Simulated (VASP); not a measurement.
# MgB4C (Cmmm) in VASP: further runs, part 2 of 2

VASP 6.6.1.

### Step 3. Relaxation of cell and atoms, PBE

This run uses another cell than the first one, of 9.75 Å³/atom, 0.652 times its volume.

INCAR reads:

```
SYSTEM = MgB4C
PREC = Accurate ; ENCUT = 600
EDIFF = 1E-6 ; ISMEAR = 0
SIGMA = 0.1 ; LREAL = .FALSE.
LASPH = .TRUE. ; NELM = 80
ALGO = Normal ; ISIF = 3
LWAVE = .FALSE. ; LCHARG = .FALSE.
GGA = PE ; IBRION = 2
NSW = 90 ; EDIFFG = -0.04
```

KPOINTS reads:

```
regular mesh
0
G
  4 4 6
  0 0 0
```

POSCAR reads:

```
MgB4C
1.0
    2.8554661400     -3.0296650600      0.0000000000
    2.8554661400      3.0296650600      0.0000000000
    0.0000000000      0.0000000000      3.3818994100
Mg B C
1 4 1
Direct
    0.0000000000      0.0000000000      0.5000000000
    0.7317628500      0.2682371500      0.7627508300
    0.2682371500      0.7317628500      0.7627508300
    0.7317628500      0.2682371500      0.2372491700
    0.2682371500      0.7317628500      0.2372491700
    0.0000000000      0.0000000000      0.0000000000
```

Potentials or basis: VASP PAW PBE potentials, release 64 (Mg, B, C).

The run is started by

```sh
$ cat potpaw_PBE.64/Mg/POTCAR potpaw_PBE.64/B/POTCAR potpaw_PBE.64/C/POTCAR > POTCAR
$ mpirun -np 1 vasp_std > vasp.out
```

Wall time 10 min (1 thread of Intel Xeon Platinum 8488C (Sapphire Rapids), shared host); peak memory 0.23 GiB.

Results (log left out):

| Quantity | Value |
| --- | --- |
| Free energy | -31.2201 eV |
| Relaxed volume | 8.15 Å³/atom |
| Relaxed cell | a = 3.035 Å, b = 3.035 Å, c = 6.162 Å, α = 90.00°, β = 90.00°, γ = 120.54° |
| Space group after relaxing (to 0.05 Å) | P6/mmm (No. 191) |
| Energy gained by relaxing | 1126.6 meV/atom |
| Ionic steps | 82 |
| Pressure after relaxing | -0.2 GPa |
| Largest force after relaxing | 0.020 eV/Å |
| Band gap on the k mesh | zero (band 9 reaches 7.42 eV, above the bottom of band 10 at 5.27 eV) |

Forces on the atoms (eV/Å):
```
Mg   0.000  0.000  0.000
B    0.000 -0.011 -0.017
B    0.000  0.011 -0.017
B    0.000 -0.011  0.017
B    0.000  0.011  0.017
C    0.000  0.000  0.000
```

Stress tensor (GPa, compression positive):
```
-0.60  0.00  0.00
 0.00 -0.01  0.00
 0.00  0.00 -0.13
```

The path:
| step | energy change (eV) | largest force (eV/Å) | pressure (GPa) | volume (Å³) |
| --- | --- | --- | --- | --- |
| 1 | 0.0000 | 2.8414 | 44.26 | 58.51 |
| 4 | -2.0450 | 0.1406 | -0.73 | 69.49 |
| 7 | -2.0915 | 0.6978 | 1.39 | 69.36 |
| 10 | -2.2130 | 0.2005 | -2.40 | 71.23 |
| 13 | -2.2539 | 0.3334 | 0.60 | 67.91 |
| 16 | -2.2919 | 0.1853 | -0.60 | 66.83 |
| 19 | -2.3157 | 0.1215 | -1.94 | 66.06 |
| 22 | -2.2636 | 1.8130 | 11.05 | 55.34 |
| 25 | -2.4895 | 0.7174 | 1.52 | 60.38 |
| 28 | -2.5202 | 0.6156 | 0.58 | 60.23 |
| 31 | -2.5771 | 0.0848 | -2.77 | 60.30 |
| 34 | -2.6008 | 0.1629 | 0.77 | 58.14 |
| 37 | -2.7609 | 0.0457 | 1.13 | 54.72 |
| 40 | -2.9079 | 0.7214 | 5.24 | 49.79 |
| 43 | -2.9207 | 0.6899 | 5.93 | 49.12 |
| 46 | -3.3338 | 0.7132 | 17.49 | 43.67 |
| 49 | -3.4454 | 0.7123 | 55.82 | 38.10 |
| 52 | -3.4171 | 0.7135 | 60.16 | 37.67 |
| 55 | -3.4393 | 0.7350 | 64.44 | 37.31 |
| 58 | -3.7047 | 0.6493 | 61.13 | 37.67 |
| 61 | -5.3322 | 0.4169 | 39.22 | 40.41 |
| 64 | -6.5631 | 0.7195 | -0.25 | 48.72 |
| 67 | -6.5898 | 0.6792 | 0.66 | 48.41 |
| 70 | -6.7333 | 0.1352 | -0.62 | 48.50 |
| 73 | -6.7455 | 0.0546 | 0.35 | 48.40 |
| 76 | -6.7524 | 0.0893 | 0.88 | 48.47 |
| 79 | -6.7558 | 0.1102 | 0.60 | 48.64 |
| 82 | -6.7594 | 0.0201 | -0.25 | 48.88 |

Final structure:
```
CELL_PARAMETERS angstrom
1.50497 -2.63548 0.00000
1.50497 2.63548 0.00000
0.00000 0.00000 6.16205
ATOMIC_POSITIONS crystal
Mg 0.00000 0.00000 0.50000
B 0.66381 0.33619 0.77438
B 0.33619 0.66381 0.77438
B 0.66381 0.33619 0.22562
B 0.33619 0.66381 0.22562
C 0.00000 0.00000 0.00000
```

Levels at points of the mesh, in eV from the Fermi level:
```
           k point  band 6  band 7  band 8  band 9  band 10  band 11  band 12  band 13
(0.00, 0.00, 0.00)   -0.02    0.02    0.03    0.29     0.54     0.76     5.75     6.36
(0.50, 0.00, 0.00)   -4.86   -4.24   -2.25    1.26     1.26     1.78     2.42     4.69
(0.50, 0.50, 0.00)   -4.99   -4.05   -2.01    1.19     1.33     1.87     2.58     4.88
(0.00, 0.00, 0.50)   -0.03    0.02    0.05    0.23     0.52     2.46     4.91     6.73
(0.50, 0.00, 0.50)   -3.71   -3.27   -2.43   -0.92    -0.78     2.12     2.70     4.48
(0.50, 0.50, 0.50)   -3.80   -3.23   -2.18   -0.92    -0.89     2.20     2.85     4.59
```

Caveat: the k points lie up to 0.60 Å⁻¹ apart in the final cell; the volume moved by over 15 % at a fixed basis, so the end points are rough.

### Step 4. Single point, PBE

This run uses another cell than the first one, of 9.74 Å³/atom, 0.652 times its volume.

INCAR reads:

```
PREC = Accurate
ENCUT = 520
EDIFF = 1E-6
ISMEAR = 0
SIGMA = 0.1
LREAL = F
LASPH = T
NELM = 100
ALGO = Normal
ISIF = 2
LWAVE = F
LCHARG = F
GGA = PE
NBANDS = 18
```

KPOINTS reads:

```
regular mesh
0
Gamma
  8 8 10
```

POSCAR reads:

```
MgB4C
1.0
    1.5167545864     -2.8131843633      0.0000000000
    1.5167545864      2.8131843633      0.0000000000
    0.0000000000      0.0000000000      6.8509468312
Mg B C
1 4 1
Direct
    0.0000000000      0.0000000000      0.5000000000
    0.8394101208      0.1605898792      0.8132629902
    0.1605898792      0.8394101208      0.8132629902
    0.8394101208      0.1605898792      0.1867370098
    0.1605898792      0.8394101208      0.1867370098
    0.0000000000      0.0000000000      0.0000000000
```

Potentials or basis: VASP PAW PBE potentials, release 64 (Mg, B, C).

The run is started by

```sh
$ cat potpaw_PBE.64/Mg/POTCAR potpaw_PBE.64/B/POTCAR potpaw_PBE.64/C/POTCAR > POTCAR
$ mpirun -np 1 vasp_std > vasp.out
```

OUTCAR:

```text
PREC = Accurate
   ENCUT = 520
   EDIFF = 1E-6
   ISMEAR = 0
   LREAL = F
   LASPH = T
   NELM = 100
   ISIF = 2
   GGA = PE

 ion  position               nearest neighbor table
   1  0.000  0.000  0.500-   2 2.33   3 2.33   4 2.33   5 2.33
   2  0.839  0.161  0.813-   6 1.57   3 1.81   3 1.82   3 1.82   1 2.33
   3  0.161  0.839  0.813-   6 1.57   2 1.81   2 1.82   2 1.82   1 2.33
   4  0.839  0.161  0.187-   6 1.57   5 1.81   5 1.82   5 1.82   1 2.33
   5  0.161  0.839  0.187-   6 1.57   4 1.81   4 1.82   4 1.82   1 2.33
   6  0.000  0.000  0.000-   2 1.57   3 1.57   4 1.57   5 1.57

  LATTYP: Found a base centered orthorhombic cell.
 ALAT       =     3.0335091728
 B/A-ratio  =     1.8547393155
 C/A-ratio  =     2.2584229817

  Lattice vectors:

 A1 = (   1.5167545864,  -2.8131843633,   0.0000000000)
 A2 = (   1.5167545864,   2.8131843633,   0.0000000000)
 A3 = (   0.0000000000,   0.0000000000,   6.8509468312)

Analysis of symmetry for initial positions (statically):
=====================================================================
 Subroutine PRICEL returns:
 Original cell was already a primitive cell.

 Routine SETGRP: Setting up the symmetry group for a
 base centered orthorhombic supercell.

 Subroutine GETGRP returns: Found  8 space group operations
 (whereof  8 operations were pure point group operations)
 out of a pool of  8 trial point group operations.

The static configuration has the point symmetry D_2h.

Analysis of symmetry for dynamics (positions and initial velocities):
=====================================================================
 Subroutine PRICEL returns:
 Original cell was already a primitive cell.

 Routine SETGRP: Setting up the symmetry group for a
 base centered orthorhombic supercell.

 Subroutine GETGRP returns: Found  8 space group operations
 (whereof  8 operations were pure point group operations)
[... 132 lines left out ...]
  Fermi-wavevector in a.u.,A,eV,Ry     =   1.105438  2.088974 16.626219  1.221993
  Thomas-Fermi vector in A             =   2.241925
   LORBIT       =      0    0 simple, 1 ext, 2 COOP (PROOUT), +10 PAW based schemes
   GGA     = PE    functional components
   LHFCALC =     F    Hartree Fock is set to
   AEXX    =    0.0000 exact exchange contribution
   IVDW    =     0    specifies the selected vdW correction
   LEPSILON=     F    determine dielectric tensor
   LRPA    =     F    only Hartree local field effects (RPA)
 non-spin polarized calculation
 Gauss-broadening in eV      SIGMA  =   0.10
  energy-cutoff  :      520.00
  volume of cell :       58.46
 maximum number of plane-waves:      1608
   NGX = 11   NGY = 11   NGZ = 25

 number of electron      18.0000000 magnetization

 Free energy of the ion-electron system (eV)
  ---------------------------------------------------
  ext. energy  EPLUGINS =         0.00000000
  ---------------------------------------------------
  free energy    TOTEN  =       -34.26125050 eV

  energy without entropy =      -34.25554054  energy(sigma->0) =      -34.25839552

 E-fermi :   4.4870     XC(G=0): -10.5592

 val. band max:        4.4818530300   @ k =  -0.2500   0.1250   0.3000
 cond. band min:       4.5157018628   @ k =  -0.2500   0.1250   0.2000
 fundamental gap:      0.0338488329
 Fermi energy:         4.4870358804

 k-point     1 :       0.0000    0.0000    0.0000
  band No.  band energies     occupation
      1     -11.1159      2.00000
      2      -6.9921      2.00000
      3      -4.0099      2.00000
      4      -0.4908      2.00000
      5       1.2190      2.00000
      6       2.2818      2.00000
[... 481 lines left out ...]
      5      -0.4471      2.00000
      6       1.8652      2.00000
[... 10 lines left out ...]
     17      14.2069      0.00000
     18      15.2002      0.00000

 [... further k-points ...]

------------------------ aborting loop because EDIFF is reached ----------------------------------------

  FORCE on cell =-STRESS in cart. coord.  units (eV):
  Direction    XX          YY          ZZ          XY          YZ          ZX
  --------------------------------------------------------------------------------------
  -------------------------------------------------------------------------------------
  Total       -0.0250266      0.0201425      0.0628849      0.0000000      0.0000000      0.0000000
  in kB       -0.6858316      0.5519896      1.7233078      0.0000000      0.0000000      0.0000000
  external PRESSURE =       0.5298219 kB  Pullay stress =       0.0000000 kB

 VOLUME and BASIS-vectors are now :
 -----------------------------------------------------------------------------
  energy-cutoff  :      520.00
  volume of cell :       58.46
      direct lattice vectors                 reciprocal lattice vectors
     1.516754586 -2.813184363  0.000000000     0.329651220 -0.177734530  0.000000000
     1.516754586  2.813184363  0.000000000     0.329651220  0.177734530  0.000000000
     0.000000000  0.000000000  6.850946831     0.000000000  0.000000000  0.145965226

 POSITION                                       TOTAL-FORCE (eV/Angst)
 -----------------------------------------------------------------------------------
      0.00000      0.00000      3.42547        -0.000000     -0.000000      0.000000
      1.51675     -1.90965      5.57162         0.000000      0.010685     -0.015432
      1.51675      1.90965      5.57162         0.000000     -0.010685     -0.015432
      1.51675     -1.90965      1.27933         0.000000      0.010685      0.015432
      1.51675      1.90965      1.27933         0.000000     -0.010685      0.015432
      0.00000      0.00000      0.00000         0.000000     -0.000000      0.000000
 -----------------------------------------------------------------------------------
    total drift:                               -0.000000     -0.000000     -0.000000

  FREE ENERGIE OF THE ION-ELECTRON SYSTEM (eV)
  ---------------------------------------------------
  free  energy   TOTEN  =       -34.2612504992 eV

  energy  without entropy=      -34.2555405436  energy(sigma->0) =      -34.25839552
```

Run time: 62 s. Hardware: 1 thread of Intel Xeon Platinum 8488C (Sapphire Rapids), shared host; peak memory 0.27 GiB.

Results:

| Item | Value |
| --- | --- |
| Free energy | -34.2613 eV |
| Pressure | 0.1 GPa |
| Largest force | 0.019 eV/Å |
| Band gap on the k mesh | zero (band 9 reaches 5.73 eV, above the bottom of band 10 at 3.81 eV) |

Forces in eV/Å, atoms in the order of the input:
```
Mg   0.000  0.000  0.000
B    0.000  0.011 -0.015
B    0.000 -0.011 -0.015
B    0.000  0.011  0.015
B    0.000 -0.011  0.015
C    0.000  0.000  0.000
```

Stress tensor (GPa, compression positive):
```
-0.07  0.00  0.00
 0.00  0.06  0.00
 0.00  0.00  0.17
```

### Step 5. Overview

```csv
task,cell,k mesh,cutoff (eV),gap on the mesh (eV),pressure (GPa),largest force (eV/Å)
single point,"a = 5.188, b = 5.188, c = 3.622 Å, angles 90.0, 90.0, 113.0°, 6 atoms",4 × 4 × 6,520,none,0.5,0.03
relaxation of cell and atoms,"relaxed from a = 4.163, b = 4.163, c = 3.382 Å, angles 90.0, 90.0, 93.4°, 6 atoms",4 × 4 × 6,600,none,-0.2,0.02
single point,"a = 3.196, b = 3.196, c = 6.851 Å, angles 90.0, 90.0, 123.3°, 6 atoms",8 × 8 × 10,520,none,0.1,0.02
```

Alike in all rows: level PBE; potentials or basis VASP PAW PBE potentials, release 64 (Mg, B, C); no spin polarisation; smearing gaussian 0.1 eV.

Caveats: some runs use coarse meshes; the volume moved by over 15 % at a fixed basis, so the end points are rough (some runs).

Absolute energies hang on the potentials; compare differences alone.
